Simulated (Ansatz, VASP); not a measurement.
## WF in VASP and in Ansatz

```
W F
1.0
     1.36589    0.78860    5.06960
    -1.36589    0.78860    5.06960
     0.00000   -1.57719    5.06960
W F
1 1
Direct
  0.81412 0.81412 0.81412
  0.93712 0.93712 0.93712
```

Alike in both runs: functional PBE; k mesh 11 × 11 × 11; occupations fermi-dirac, width 0.05 eV; no spin polarisation; Hubbard terms W d U = 6.0 eV.

|  | VASP | Ansatz |
| --- | --- | --- |
| version | VASP 6.6.1 | Ansatz 0.2.0 |
| potentials or method | VASP PAW PBE potentials, release 64 (W_sv, F) | Ansatz PAW |
| plane-wave cutoff (eV) | 520 | 420 |
| valence electrons in the cell | 21 | 21 |
| task | single point | projected density of states |

Ansatz gave:

- gap on the k mesh at the Fermi level (eV): none
- pressure (GPa): 3.3
- traceless stress, the component that is largest in VASP (GPa): -2.91
- rms of the force components (eV/Å): 0.112

Q: Which values does VASP return?

A: gap on the k mesh at the Fermi level (eV): none; pressure (GPa): 9.3; traceless stress, the component that is largest in VASP (GPa): 1.18; rms of the force components (eV/Å): 0.669.

The programs project onto different local orbitals, so the same U acts differently, and such runs can settle in different states. Atom by atom the forces differ by 0.558 eV/Å (rms over components). A gap of «none» marks a metal or a gap that the smearing closes.

Spin-orbit coupling is off throughout.
